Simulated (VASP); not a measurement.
Sr4Ti4O11 (a cell with a defect): single point with PBEsol

System: Sr4Ti4O11 (a cell with a defect).

```
CELL_PARAMETERS angstrom
-3.89113 3.89113 3.89113
3.89113 -3.89113 3.89113
3.89113 3.89113 -3.89113
ATOMIC_POSITIONS crystal
Sr 0.99865 0.99865 0.99729
Sr 0.50135 0.50135 0.00271
Sr 0.50135 0.99865 0.50000
Sr 0.99865 0.50135 0.50000
Ti 0.51542 0.51542 0.50000
Ti 0.98458 0.98458 0.50000
Ti 0.00000 0.50000 0.00000
Ti 0.50000 0.00000 0.00000
O 0.72490 0.48094 0.74397
O 0.26303 0.01906 0.74397
O 0.23697 0.48094 0.25603
O 0.77510 0.01906 0.25603
O 0.75000 0.75000 0.50000
O 0.75000 0.25000 0.00000
O 0.25000 0.75000 0.00000
O 0.48094 0.23697 0.25603
O 0.01906 0.77510 0.25603
O 0.01906 0.26303 0.74397
O 0.48094 0.72490 0.74397
```

```yaml
Program: VASP 6.6.1
Task: single point
Functional: PBEsol
Potentials_or_basis: VASP PAW PBE potentials, release 64 (Sr_sv, Ti_sv, O)
Cutoff: 520 eV
k_mesh: 3 × 3 × 3
Occupations: gaussian, width 0.02 eV
Spin: no spin polarisation
Dipole_correction: no
Charge: 2
Further_INCAR_settings: LREAL = Auto; ALGO = Normal; EDIFF = 1e-06; NBANDS = 92; NELECT = 152.0
```

| Quantity | Value |
| --- | --- |
| Largest force | 0.069 eV/Å |

Forces on the atoms (eV/Å):
```
Sr   0.001  0.001  0.000
Sr  -0.001 -0.001  0.000
Sr   0.001 -0.001  0.000
Sr  -0.001  0.001  0.000
Ti   0.000  0.000 -0.069
Ti   0.000  0.000  0.069
Ti   0.000  0.000  0.000
Ti   0.000  0.000  0.000
O    0.000  0.009 -0.001
O    0.000  0.009  0.001
O    0.000 -0.009 -0.001
O    0.000 -0.009  0.001
O    0.000  0.000  0.000
O    0.000  0.000  0.000
O    0.000  0.000  0.000
O   -0.009  0.000 -0.001
O   -0.009  0.000  0.001
O    0.009  0.000  0.001
O    0.009  0.000 -0.001
```

Levels at points of the mesh, in eV from the Fermi level:
| k point | band 73 | band 74 | band 75 | band 76 | band 77 | band 78 | band 79 | band 80 |
| --- | --- | --- | --- | --- | --- | --- | --- | --- |
| (0.00, 0.00, 0.00) | -0.99 | -0.38 | -0.38 | -0.15 | 1.70 | 1.94 | 1.94 | 2.21 |

It took 7.7 min on 1 thread of Intel(R) Xeon(R) Platinum 8259CL CPU @ 2.50GHz (Skylake/Cascade Lake), with other jobs on the host, peak memory 0.4 GiB.

Caveat: the cell carries a net charge on a neutralising background, which shifts energy and pressure; the cell is charged against a uniform background, so pressure and absolute levels hang on convention; the PAW data sets were made with another functional, which shifts forces and pressure a little.
